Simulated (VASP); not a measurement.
# Cu in VASP: relaxation of the atoms with PBE+D3(BJ)

Aim: the relaxation of the atoms of Cu with PBE+D3(BJ).

Program: VASP 6.6.1. These are calculated values, not measurements. Logs are shortened: lines on timing, memory, paths and dates and some standing lists are left out, and cuts for length are marked.

## 1. The cell of the first run

The cell holds a slab with vacuum, 3 atoms: a = 2.520 Å, b = 2.520 Å, c = 18.115 Å, α = 90.00°, β = 90.00°, γ = 120.00°.

## 2. Relaxation of the atoms, PBE+D3(BJ)

The input, INCAR:

```
SYSTEM = Cu
PREC = Accurate
ENCUT = 520
EDIFF = 1E-6
ISMEAR = 0
SIGMA = 0.1
LREAL = .FALSE.
LASPH = .TRUE.
NELM = 80
ALGO = Normal
ISIF = 2
LWAVE = .FALSE.
LCHARG = .FALSE.
LDIPOL = .TRUE.
IDIPOL = 3
DIPOL = 0.5 0.5 0.500
GGA = PE
IVDW = 12
IBRION = 2
NSW = 70
EDIFFG = -0.03
```

The input, KPOINTS:

```
Automatic mesh
0
G
  12 12 1
  0 0 0
```

The input, POSCAR:

```
Cu
1.0
    2.5196842013      0.0000000000      0.0000000000
   -1.2598421007      2.1821105279      0.0000000000
    0.0000000000      0.0000000000     18.1146270708
Cu
3
Selective dynamics
Direct
    0.6666666667      0.3333333333      0.3864280491  F F F
    0.3333333333      0.6666666667      0.5000000000  T T T
    0.0000000000      0.0000000000      0.6135719509  T T T
```

Potentials or basis: VASP PAW PBE potentials, release 64 (Cu).

On the command line:

```
$ cat potpaw_PBE.64/Cu/POTCAR > POTCAR
$ mpirun -np 1 vasp_std > vasp.out
```

OUTCAR:

```text
SYSTEM = Cu
   PREC = Accurate
   ENCUT = 520
   EDIFF = 1E-6
   ISMEAR = 0
   LREAL = .FALSE.
   LASPH = .TRUE.
   NELM = 80
   ISIF = 2
   GGA = PE
   IVDW = 12
   IBRION = 2
   NSW = 70
   EDIFFG = -0.03
 IVDW          = 12

 ion  position               nearest neighbor table
   1  0.667  0.333  0.386-   2 2.52   2 2.52   2 2.52
   2  0.333  0.667  0.500-   1 2.52   3 2.52   1 2.52   3 2.52   3 2.52   1 2.52
   3  0.000  0.000  0.614-   2 2.52   2 2.52   2 2.52

  LATTYP: Found a hexagonal cell.
 ALAT       =     2.5196842013
 C/A-ratio  =     7.1892450099

  Lattice vectors:

 A1 = (   2.5196842013,   0.0000000000,   0.0000000000)
 A2 = (  -1.2598421007,   2.1821105279,   0.0000000000)
 A3 = (   0.0000000000,   0.0000000000,  18.1146270708)

Analysis of symmetry for initial positions (statically):
=====================================================================
 Subroutine PRICEL returns:
 Original cell was already a primitive cell.

 Routine SETGRP: Setting up the symmetry group for a
 hexagonal supercell.

 Subroutine GETGRP returns: Found 12 space group operations
 (whereof  6 operations were pure point group operations)
 out of a pool of 24 trial point group operations.

The static configuration has the point symmetry C_3v.
 The point group associated with its full space group is D_3d.

Analysis of symmetry for dynamics (positions and initial velocities):
=====================================================================
 Subroutine PRICEL returns:
 Original cell was already a primitive cell.

 Routine SETGRP: Setting up the symmetry group for a
 hexagonal supercell.

 Subroutine GETGRP returns: Found 12 space group operations
 (whereof  6 operations were pure point group operations)
 out of a pool of 24 trial point group operations.

The dynamic configuration has the point symmetry C_3v.
 The point group associated with its full space group is D_3d.

Analysis of constrained symmetry for selective dynamics:
=====================================================================
 Subroutine PRICEL returns:
 Original cell was already a primitive cell.

 Routine SETGRP: Setting up the symmetry group for a
 hexagonal supercell.

 Subroutine GETGRP returns: Found  6 space group operations
 (whereof  6 operations were pure point group operations)
 out of a pool of 24 trial point group operations.

The constrained configuration has the point symmetry C_3v.

 Subroutine INISYM returns: Found  6 space group operations
 (whereof  6 operations are pure point group operations),
 and found     1 'primitive' translations

----------------------------------------------------------------------------------------

                                     Primitive cell

  volume of cell :      99.5984

  direct lattice vectors                    reciprocal lattice vectors
     2.519684201  0.000000000  0.000000000     0.396875132  0.229135964  0.000000000
    -1.259842101  2.182110528  0.000000000     0.000000000  0.458271929  0.000000000
     0.000000000  0.000000000 18.114627071     0.000000000  0.000000000  0.055204007

  length of vectors
     2.519684201  2.519684201 18.114627071     0.458271929  0.458271929  0.055204007

  position of ions in fractional coordinates (direct lattice)
     0.666666667  0.333333333  0.386428049
     0.333333333  0.666666667  0.500000000
     0.000000000  0.000000000  0.613571951

  ion indices of the primitive-cell ions
   primitive index   ion index
                 1           1
                 2           2
                 3           3

----------------------------------------------------------------------------------------

 KPOINTS: Automatic mesh

Automatic generation of k-mesh.
 Grid dimensions read from file:
 generate k-points for:   12   12    1

 Generating k-lattice:

  Cartesian coordinates                     Fractional coordinates (reciprocal lattice)
     0.033072928  0.019094664  0.000000000     0.083333333  0.000000000  0.000000000
     0.000000000  0.038189327  0.000000000     0.000000000  0.083333333  0.000000000
     0.000000000  0.000000000  0.055204007     0.000000000  0.000000000  1.000000000

  Length of vectors
     0.038189327  0.038189327  0.055204007

  Shift w.r.t. Gamma in fractional coordinates (k-lattice)
     0.000000000  0.000000000  0.000000000

 Subroutine IBZKPT returns following result:
 ===========================================

 Found     19 irreducible k-points:

 Following reciprocal coordinates:
            Coordinates               Weight
  0.000000  0.000000  0.000000      1.000000
  0.083333  0.000000  0.000000      6.000000
  0.166667 -0.000000  0.000000      6.000000
  0.250000  0.000000  0.000000      6.000000
  0.333333  0.000000  0.000000      6.000000
  0.416667  0.000000  0.000000      6.000000
[... 11 lines left out ...]
  0.333333  0.250000  0.000000     12.000000
  0.333333  0.333333  0.000000      2.000000
   k-points           NKPTS =     19   k-points in BZ     NKDIM =     19   number of bands    NBANDS=     20
   number of dos      NEDOS =    301   number of ions     NIONS =      3
   total plane-waves  NPLWV =  56000
   dimension x,y,z NGX =    20 NGY =   20 NGZ =  140
   dimension x,y,z NGXF=    40 NGYF=   40 NGZF=  280
   ions per type =               3
   NGX,Y,Z   is equivalent  to a cutoff of  13.20, 13.20, 12.85 a.u.
   NGXF,Y,Z  is equivalent  to a cutoff of  26.39, 26.39, 25.70 a.u.
 SYSTEM =  Cu
   PREC   = accura    normal or accurate (medium, high low for compatibility)
   ISTART =      0    job   : 0-new  1-cont  2-samecut
   ICHARG =      2    charge: 1-file 2-atom 10-const
   ISPIN  =      1    spin polarized calculation?
   LNONCOLLINEAR =      F non collinear calculations
   LSORBIT =      F    spin-orbit coupling
   LASPH  =      T    aspherical Exc in radial PAW
   ENCUT  =  520.0 eV  38.22 Ry    6.18 a.u.   4.68  4.68 33.68*2*pi/ulx,y,z
   NELM   =     80;   NELMIN=  2; NELMDL= -5     # of ELM steps
   EDIFF  = 0.1E-05   stopping-criterion for ELM
   LREAL  =      F    real-space projection
   EDIFFG = -.3E-01   stopping-criterion for IOM
   NSW    =     70    number of steps for IOM
   IBRION =      2    ionic relax: 0-MD 1-quasi-New 2-CG
   NFREE  =      1    steps in history (QN), initial steepest desc. (CG)
   ISIF   =      2    stress and relaxation
   ISYM   =      2    0-nonsym 1-usesym 2-fastsym
   POTIM  = 0.5000    time-step for ionic-motion
   TEBEG  =    0.0;   TEEND  =   0.0 temperature during run
   PSTRESS=    0.0 pullay stress
   NELECT =      33.0000    total number of electrons
   NUPDOWN=      -1.0000    fix difference up-down
   EMIN   =  10.00;   EMAX   =-10.00  energy-range for DOS
   EFERMI =   0.00;   METHOD = LEGACY
   ISMEAR =     0;   SIGMA  =   0.10  broadening in eV -4-tet -1-fermi 0-gaus
   EFERMI_NEDOS =   21; number of points for ismear=-14 and -15
   IALGO  =     38    algorithm
   IMIX   =      4    mixing-type and parameters
     AMIX     =   0.40;   BMIX     =  1.00
     AMIX_MAG =   1.60;   BMIX_MAG =  1.00
  volume/ion in A,a.u.               =      33.20       224.04
  Fermi-wavevector in a.u.,A,eV,Ry     =   1.132823  2.140725 17.460193  1.283288
  Thomas-Fermi vector in A             =   2.269525
   LORBIT       =      0    0 simple, 1 ext, 2 COOP (PROOUT), +10 PAW based schemes
   GGA     = PE    functional components
   LHFCALC =     F    Hartree Fock is set to
   AEXX    =    0.0000 exact exchange contribution
   IVDW    =    12    specifies the selected vdW correction
   LEPSILON=     F    determine dielectric tensor
   LRPA    =     F    only Hartree local field effects (RPA)
 conjugate gradient relaxation of ions
 non-spin polarized calculation
 Gauss-broadening in eV      SIGMA  =   0.10
  energy-cutoff  :      520.00
  volume of cell :       99.60
 maximum number of plane-waves:      2707
 NGX is ok and might be reduce to    20
   NGX =  9   NGY =  9   NGZ = 67

--------------------------------------- Ionic step        1  -------------------------------------------

 number of electron      32.9999997 magnetization

 Free energy of the ion-electron system (eV)
  ---------------------------------------------------
  ext. energy  EPLUGINS =         0.00000000
  ---------------------------------------------------
  free energy    TOTEN  =       -10.23027395 eV

  energy without entropy =      -10.21139827  energy(sigma->0) =      -10.22083611

------------------------ aborting loop because EDIFF is reached ----------------------------------------

 Edisp (eV)   -1.18883

 E8    (eV) :    -0.5350

  FORCE on cell =-STRESS in cart. coord.  units (eV):
  Direction    XX          YY          ZZ          XY          YZ          ZX
  --------------------------------------------------------------------------------------
  -------------------------------------------------------------------------------------
  Total      -0.70307    -0.70307     0.24424     0.00000     0.00000     0.00000
  in kB     -11.30991   -11.30991     3.92896     0.00000     0.00000     0.00000
  external pressure =       -6.23 kB  Pullay stress =        0.00 kB

 VOLUME and BASIS-vectors are now :
 -----------------------------------------------------------------------------
  energy-cutoff  :      520.00
  volume of cell :       99.60
      direct lattice vectors                 reciprocal lattice vectors
     2.519684201  0.000000000  0.000000000     0.396875132  0.229135964  0.000000000
    -1.259842101  2.182110528  0.000000000     0.000000000  0.458271929  0.000000000
     0.000000000  0.000000000 18.114627071     0.000000000  0.000000000  0.055204007
[... 206 lines left out ...]
 POSITION                                       TOTAL-FORCE (eV/Angst)
 -----------------------------------------------------------------------------------
      1.25984      0.72737      7.00000         0.000000     -0.000000     -0.031222
     -0.00000      1.45474      9.06694        -0.000000     -0.000000      0.031110
     -1.25984      2.18211     11.14147         0.000000      0.000000      0.000113
 -----------------------------------------------------------------------------------
    total drift:                               -0.000000     -0.000000     -0.001241

  FREE ENERGIE OF THE ION-ELECTRON SYSTEM (eV)
  ---------------------------------------------------
  free  energy   TOTEN  =       -11.4200954633 eV

  energy  without entropy=      -11.4014495743  energy(sigma->0) =      -11.41077252

 dipolmoment           0.000000      0.000000      0.000058 electrons x Angstroem

--------------------------------------- Ionic step        7  -------------------------------------------

 number of electron      33.0000007 magnetization

 dipolmoment           0.000000      0.000000     -0.000023 electrons x Angstroem

 Free energy of the ion-electron system (eV)
  ---------------------------------------------------
  ext. energy  EPLUGINS =         0.00000000
  ---------------------------------------------------
  free energy    TOTEN  =       -10.23749243 eV

  energy without entropy =      -10.21913996  energy(sigma->0) =      -10.22831620

 E-fermi :  -0.3476     XC(G=0):  -5.4667

 val. band max:       -0.3520777830   @ k =   0.1667   0.0833   0.0000
 cond. band min:      -0.3231584262   @ k =   0.4167   0.0833   0.0000
 fundamental gap:      0.0289193569
 Fermi energy:        -0.3475716664

 k-point     1 :       0.0000    0.0000    0.0000
  band No.  band energies     occupation
      1      -9.1950      2.00000
      2      -7.1670      2.00000
      3      -5.7038      2.00000
      4      -3.4860      2.00000
      5      -3.4423      2.00000
      6      -3.4423      2.00000
[... 12 lines left out ...]
     19      -0.5209      1.98575
     20       3.8446      0.00000
[... 393 lines left out ...]
  band No.  band energies     occupation
      1      -4.3145      2.00000
      2      -4.3121      2.00000
      3      -4.3011      2.00000
      4      -4.1367      2.00000
      5      -4.1289      2.00000
      6      -3.4651      2.00000
[... 12 lines left out ...]
     19       4.6068      0.00000
     20       5.9929      0.00000

------------------------ aborting loop because EDIFF is reached ----------------------------------------

 vacuum level on the upper side and lower side of the slab       (xc-potential included)        -0.285        -0.261

 Edisp (eV)   -1.18268

 E8    (eV) :    -0.5320

  FORCE on cell =-STRESS in cart. coord.  units (eV):
  Direction    XX          YY          ZZ          XY          YZ          ZX
  --------------------------------------------------------------------------------------
  -------------------------------------------------------------------------------------
  Total      -0.94759    -0.94759    -0.12605     0.00000     0.00000    -0.00000
  in kB     -15.24335   -15.24335    -2.02765     0.00000     0.00000    -0.00000
  external pressure =      -10.84 kB  Pullay stress =        0.00 kB

 VOLUME and BASIS-vectors are now :
 -----------------------------------------------------------------------------
  energy-cutoff  :      520.00
  volume of cell :       99.60
      direct lattice vectors                 reciprocal lattice vectors
     2.519684201  0.000000000  0.000000000     0.396875132  0.229135964  0.000000000
    -1.259842101  2.182110528  0.000000000     0.000000000  0.458271929  0.000000000
     0.000000000  0.000000000 18.114627071     0.000000000  0.000000000  0.055204007

 POSITION                                       TOTAL-FORCE (eV/Angst)
 -----------------------------------------------------------------------------------
      1.25984      0.72737      7.00000         0.000000      0.000000      0.023163
     -0.00000      1.45474      9.08125        -0.000000      0.000000     -0.023310
      2.51968      0.00000     11.15700        -0.000000     -0.000000      0.000147
 -----------------------------------------------------------------------------------
    total drift:                               -0.000000     -0.000000     -0.003371

  FREE ENERGIE OF THE ION-ELECTRON SYSTEM (eV)
  ---------------------------------------------------
  free  energy   TOTEN  =       -11.4201711636 eV

  energy  without entropy=      -11.4018186891  energy(sigma->0) =      -11.41099493

 reached required accuracy - stopping structural energy minimisation

 vacuum level on the upper side and lower side of the slab         4.202         4.227
```

It took 5.7 min on 1 thread of Intel Xeon 8259CL, shared host; peak memory 0.24 GiB.

Results:

- Free energy: -11.4202 eV
- Energy gained by relaxing: 0.4 meV/atom
- Ionic steps: 7
- Band gap on the k mesh: zero (an odd number of electrons rules out a gap without spin polarisation)
- Dispersion energy per atom: -0.394 eV

Step by step:
```
step  energy change (eV)  largest force on free atoms (eV/Å)  pressure (GPa)
   1              0.0000                              0.0629           -0.62
   2             -0.0002                              0.0511           -0.65
   3             -0.0005                              0.0511           -0.79
   4             -0.0005                              0.0690           -0.79
   5             -0.0007                              0.0601           -0.80
   6             -0.0010                              0.0311           -0.92
   7             -0.0011                              0.0233           -1.08
```

Final structure:
```yaml
crystal:
  lattice:
    - [2.51968, 0.00000, 0.00000]
    - [-1.25984, 2.18211, 0.00000]
    - [0.00000, 0.00000, 18.11463]
  atoms:
    - { symbol: Cu, position: [0.66667, 0.33333, 0.38643] }
    - { symbol: Cu, position: [0.33333, 0.66667, 0.50132] }
    - { symbol: Cu, position: [0.00000, 0.00000, 0.61591] }
```

Levels at points of the mesh, in eV from the Fermi level:
| k point | band 15 | band 16 | band 17 | band 18 | band 19 | band 20 |
| --- | --- | --- | --- | --- | --- | --- |
| (0.00, 0.00, 0.00) | -1.83 | -1.63 | -1.63 | -1.57 | -0.17 | 4.19 |
| (0.50, 0.00, 0.00) | -1.33 | 0.05 | 1.22 | 1.63 | 4.73 | 5.90 |

The gap in the log of VASP goes by the Fermi energy; the results here count the filled bands.